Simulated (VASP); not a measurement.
Wanted: the native input for a VASP 6.6.1 run.

- Task: single point
- Functional: HSE06
- Potentials or basis: VASP PAW PBE potentials, release 64 (Mg, S)
- Cutoff: 520 eV
- k mesh: 6 × 6 × 6
- Occupations: gaussian, width 0.01 eV
- Spin: no spin polarisation
- Dipole correction: no
- Grid for exact exchange (PRECFOCK): Normal
- Further INCAR settings: ALGO = Normal; EDIFF = 1e-06; NBANDS = 11
- Screening parameter: 0.2079 1/Å

Crystal: MgS.

```
CELL_PARAMETERS angstrom
0.00000 2.73159 2.73159
2.73159 0.00000 2.73159
2.73159 2.73159 0.00000
ATOMIC_POSITIONS crystal
Mg 0.00000 0.00000 0.00000
S 0.50000 0.50000 0.50000
```

This cell differs from its parent crystal: strain +5.0%.

One way to write it, as run:

POSCAR

```
MgS
1.0
    0.0000000000      2.7315938339      2.7315938339
    2.7315938339      0.0000000000      2.7315938339
    2.7315938339      2.7315938339      0.0000000000
Mg S
1 1
Direct
    0.0000000000      0.0000000000      0.0000000000
    0.5000000000      0.5000000000      0.5000000000
```

INCAR.step1

```
ALGO = Normal
EDIFF = 1E-5
ENCUT = 520
GGA = PE
ISIF = 2
ISMEAR = 0
LASPH = T
LREAL = F
LWAVE = T
NBANDS = 11
NELM = 100
PREC = Accurate
SIGMA = 0.01
```

INCAR.step2

```
ALGO = Normal
EDIFF = 1E-6
ENCUT = 520
GGA = PE
HFSCREEN = 0.2079
ISIF = 2
ISMEAR = 0
ISTART = 1
LASPH = T
LCHARG = T
LELF = T
LHFCALC = T
LREAL = F
LVHAR = T
LWAVE = F
NBANDS = 11
NELM = 100
PREC = Accurate
PRECFOCK = Normal
SIGMA = 0.01
```

KPOINTS

```
k-points
0
Gamma
  6 6 6
```

Potentials or basis: VASP PAW PBE potentials, release 64 (Mg, S).

Command:

```sh
$ cat potpaw_PBE.64/Mg/POTCAR potpaw_PBE.64/S/POTCAR > POTCAR
$ cp INCAR.step1 INCAR
$ mpirun -np 1 vasp_std > vasp.out
$ cp INCAR.step2 INCAR
$ mpirun -np 1 vasp_std > vasp.out
```

Results of the run:

| Quantity | Value |
| --- | --- |
| Pressure | -9.2 GPa |
| Band gap on the k mesh | 3.38 eV, indirect (least direct gap 3.66 eV) |

Caveat: the cell differs from its parent crystal (strain +5.0%); the PAW data sets were made with another functional, which shifts forces and pressure a little.

Run time: 19 min on 1 thread of Intel Xeon 6975P-C, on a shared host, peak memory 0.29 GiB.
